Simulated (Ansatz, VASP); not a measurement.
# Two plane-wave programs on MnS

File INCAR:

```
  ALGO = Normal
  EDIFF = 1E-7
  EDIFFG = -0.01
  ENCUT = 600
  GGA = PS
  IBRION = 2
  ISIF = 3
  ISMEAR = -1
  ISPIN = 2
  LASPH = True
  LCHARG = False
  LMAXMIX = 4
  LORBIT = 11
  LREAL = False
  LWAVE = False
  MAGMOM = 4 0
  NELM = 150
  NSW = 60
  PREC = Accurate
  SIGMA = 0.05
```

Contents of KPOINTS:

```
k-points
0
Gamma
  9 9 9
```

Contents of POSCAR:

```
MnS
1.0
    0.0000000000      2.6045000000      2.6045000000
    2.6045000000      0.0000000000      2.6045000000
    2.6045000000      2.6045000000      0.0000000000
Mn S
1 1
Direct
    0.0000000000      0.0000000000      0.0000000000
    0.5000000000      0.5000000000      0.5000000000
```

The input input.yaml:

```yaml
crystal:
  lattice:
    - [0.0, 2.6045, 2.6045]
    - [2.6045, 0.0, 2.6045]
    - [2.6045, 2.6045, 0.0]
  atoms:
    - { symbol: Mn, position: [0.0, 0.0, 0.0], spin: 4.0 }
    - { symbol: S, position: [0.5, 0.5, 0.5] }
hamiltonian:
  xc: pbesol
  pseudopotentials: { kind: paw }
magnetization:
  spin_polarized: true
kpoints:
  mp_grid: { grid: [9, 9, 9] }
scf:
  occupations: { method: fermi_dirac, width: 0.05 }
output:
  forces: true
  stress: true
  write_density: true
  write_potential: true
  elf: true
  volumetric_format: npy
relax:
  f_tol: 0.01
  max_steps: 40
  cell: { stress_tol: 0.05 }
```

Alike in both runs: task relaxation of cell and atoms; functional PBEsol; k mesh 9 × 9 × 9; occupations fermi-dirac, width 0.05 eV; collinear spin.

|  | VASP | Ansatz |
| --- | --- | --- |
| version | VASP 6.6.1 | Ansatz 0.2.0 |
| potentials or method | VASP PAW PBE potentials, release 64 (Mn_pv, S) | Ansatz PAW |
| plane-wave cutoff (eV) | 600 | 420 |
| valence electrons in the cell | 19 | 21 |

```tsv
	VASP	Ansatz	Ansatz less VASP
gap on the k mesh at the Fermi level, each at its own relaxed structure (eV)	none	none	-
net moment per atom (μB)	2.00	1.99	-0.005
size of the moment on the site where the two differ most (μB)	3.71	3.58	-0.127
relaxed volume (Å³/atom)	14.90	14.85	-0.052
relaxed length of the cell vector where the two differ most in proportion (Å)	3.480	3.476	-0.0040
```

VASP's potentials were made for PBE, not for PBEsol. Site moments also hang on the region over which each program counts them. A gap of «none» marks a metal or a gap that the smearing closes. VASP's potentials hold 19 valence electrons a cell and Ansatz's 21, so a difference there can come from the potentials and not from the codes.

Noted on VASP's run: the volume moved by over 15 % at a fixed basis, so the end points are rough. Noted on Ansatz's run: the volume moved by over 15 % at a fixed basis, so the end points are rough; the plane-wave basis is chosen anew once the cell has moved, so the energies of steps on either side of that aren't comparable.
